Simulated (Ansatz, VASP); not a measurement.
# One calculation of Be2C, two programs

```
CELL_PARAMETERS angstrom
0.00000 2.16049 2.16049
2.16049 0.00000 2.16049
2.16049 2.16049 0.00000
ATOMIC_POSITIONS crystal
C 0.00000 0.00000 0.00000
Be 0.25000 0.25000 0.25000
Be 0.75000 0.75000 0.75000
```

Alike in both runs: task single point; functional HSE06; k mesh 8 × 8 × 8; no spin polarisation.

|  | VASP | Ansatz |
| --- | --- | --- |
| version | VASP 6.6.1 | Ansatz 0.2.0 |
| potentials or method | VASP PAW PBE potentials, release 64 (C, Be) | plane waves, PAW |
| plane-wave cutoff (eV) | 520 | 420 |
| occupations | gaussian, width 0.01 eV | fixed |
| valence electrons in the cell | 8 | 8 |

```tsv
	VASP	Ansatz	Ansatz less VASP
gap on the k mesh at the Fermi level (eV)	1.90	1.91	+0.013
pressure (GPa)	-1.9	-2.2	-0.27
```

Ansatz's warnings: stress exchange threshold loose, stress scf threshold loose.
